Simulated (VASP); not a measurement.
**Na4H: single point with PBE**

The system is Na4H, a slab with vacuum.

```
CELL_PARAMETERS angstrom
7.26651 0.00000 0.00000
-2.42217 6.85093 0.00000
0.00000 0.00000 20.96654
ATOMIC_POSITIONS crystal
Na 0.25000 0.25000 0.19078
Na 0.25000 0.75000 0.19078
Na 0.75000 0.25000 0.19078
Na 0.75000 0.75000 0.19078
Na 0.00000 0.00000 0.33227
Na 0.00000 0.50000 0.33227
Na 0.50000 0.00000 0.33227
Na 0.50000 0.50000 0.33227
H 0.94839 0.75000 0.45628
H 0.05161 0.75000 0.45628
```

| Item | Value |
| --- | --- |
| Program | VASP 6.6.1 |
| Task | single point |
| Functional | PBE |
| Potentials or basis | VASP PAW PBE potentials, release 64 (Na_pv, H) |
| Cutoff | 520 eV |
| k mesh | 4 × 4 × 1 |
| Occupations | gaussian, width 0.1 eV |
| Spin | no spin polarisation |
| Dipole correction | yes |
| Further INCAR settings | ALGO = Normal; EDIFF = 1e-06; NBANDS = 40 |

- Largest force: 0.115 eV/Å
- Band gap on the k mesh: zero (bands 29 and 30 overlap by 0.75 eV)

Forces in eV/Å, atoms in the order of the input:
```
Na   0.004  0.004 -0.009
Na   0.009  0.000  0.000
Na  -0.004 -0.004 -0.009
Na  -0.009  0.000  0.000
Na  -0.018  0.046 -0.049
Na   0.018 -0.046 -0.049
Na   0.028  0.010 -0.012
Na  -0.028 -0.010 -0.012
H   -0.090 -0.016  0.070
H    0.090  0.016  0.070
```

Levels at points of the mesh, in eV from the Fermi level:
| k point | band 25 | band 26 | band 27 | band 28 | band 29 | band 30 | band 31 | band 32 | band 33 | band 34 |
| --- | --- | --- | --- | --- | --- | --- | --- | --- | --- | --- |
| (0.00, 0.00, 0.00) | -8.09 | -2.81 | -1.14 | 0.31 | 0.35 | 0.35 | 0.36 | 0.76 | 1.15 | 1.63 |
| (0.50, 0.00, 0.00) | -8.09 | -2.02 | -1.99 | -0.45 | -0.29 | 0.09 | 0.11 | 1.25 | 1.51 | 1.55 |
| (0.00, 0.50, 0.00) | -8.09 | -2.02 | -1.99 | -0.42 | -0.30 | 0.07 | 0.11 | 1.34 | 1.42 | 1.51 |
| (0.50, 0.50, 0.00) | -8.09 | -1.75 | -1.73 | -0.70 | -0.67 | -0.19 | -0.04 | 0.82 | 0.96 | 1.50 |

Wall time 13 min on 1 thread of Oxide Virtual Turin-like Processor, on a shared host, peak memory 1 GiB.
